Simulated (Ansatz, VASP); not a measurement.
MgO: VASP beside Ansatz

The input POSCAR:

```
MgO
1.0
    0.0000000000      2.1268522620      2.1268522620
    2.1268522620      0.0000000000      2.1268522620
    2.1268522620      2.1268522620      0.0000000000
Mg O
1 1
Direct
    0.0000000000      0.0000000000      0.0000000000
    0.5000000000      0.5000000000      0.5000000000
```

File INCAR.step1:

```
ALGO     = Normal         # electronic algorithm
EDIFF    = 1E-5           # SCF threshold, eV
ENCUT    = 750            # plane-wave cutoff, eV
GGA      = PE             # functional
GGA_COMPAT= False        
ISMEAR   = 0              # smearing method
LASPH    = True           # aspherical terms in the spheres
LCHARG   = False          # write CHGCAR
LREAL    = False          # projectors in reciprocal space
LWAVE    = True           # write WAVECAR
NBANDS   = 15             # bands
NELM     = 120            # most SCF steps
PREC     = Accurate       # precision mode
SIGMA    = 0.02           # smearing width, eV
```

Contents of INCAR.step2:

```
ALGO     = Normal         # electronic algorithm
EDIFF    = 1E-6           # SCF threshold, eV
ENCUT    = 750            # plane-wave cutoff, eV
GGA_COMPAT= False        
ISIF     = 2              # what is computed and relaxed
ISMEAR   = 0              # smearing method
ISTART   = 1            
LASPH    = True           # aspherical terms in the spheres
LCHARG   = False          # write CHGCAR
LMIXTAU  = True         
LREAL    = False          # projectors in reciprocal space
LWAVE    = False          # write WAVECAR
METAGGA  = R2SCAN         # meta-GGA
NBANDS   = 15             # bands
NELM     = 120            # most SCF steps
PREC     = Accurate       # precision mode
SIGMA    = 0.02           # smearing width, eV
```

KPOINTS

```
k-points
0
Gamma
  10 10 10
```

Input for Ansatz:

```yaml
crystal:
  lattice:
    - [0.0, 2.1268522619, 2.1268522619]
    - [2.1268522619, 0.0, 2.1268522619]
    - [2.1268522619, 2.1268522619, 0.0]
  atoms:
    - { symbol: Mg, position: [0.0, 0.0, 0.0] }
    - { symbol: O, position: [0.5, 0.5, 0.5] }
basis:
  ecutwfc: 500
kpoints:
  mp_grid: { grid: [10, 10, 10] }
  band_path:
    path:
      - [[0.0, 0.0, 0.0], [0.5, 0.0, 0.5], [0.625, 0.25, 0.625]]
      - [[0.375, 0.375, 0.75], [0.0, 0.0, 0.0], [0.5, 0.5, 0.5], [0.5, 0.25, 0.75], [0.5, 0.0, 0.5]]
    npoints: 14
hamiltonian:
  xc: r2scan
scf:
  occupations: { method: gaussian, width: 0.02 }
  n_extra_bands: 6
output:
  forces: true
  stress: true
  eigenvalues: true
  populations: true
  dos: { projected: true, de: 0.02, nscf_kmesh: { grid: [15, 15, 15] } }
  bader: true
  write_density: true
  write_potential: true
  elf: true
  volumetric_format: npy
```

Alike in both runs: task single point; functional r2SCAN; k mesh 10 × 10 × 10; occupations gaussian, width 0.02 eV; no spin polarisation.

|  | VASP | Ansatz |
| --- | --- | --- |
| version | VASP 6.6.1 | Ansatz 0.2.0 |
| potentials or method | VASP PAW PBE potentials, release 64 (Mg_sv, O), cutoff 750 eV | scalar-relativistic, plane waves, PAW |
| valence electrons in the cell | 16 | 16 |

Ansatz gave:

```
gap on the k mesh at the Fermi level (eV) : 5.34
least direct gap on the mesh (eV)         : 5.34
pressure (GPa)                            : -5.4
```

Which values does VASP return?

gap on the k mesh at the Fermi level (eV): 5.36; least direct gap on the mesh (eV): 5.36; pressure (GPa): -5.4.

VASP's potentials were made for PBE, not for r2SCAN. With one functional, cell and mesh, what is left measures potentials, basis and numerics.
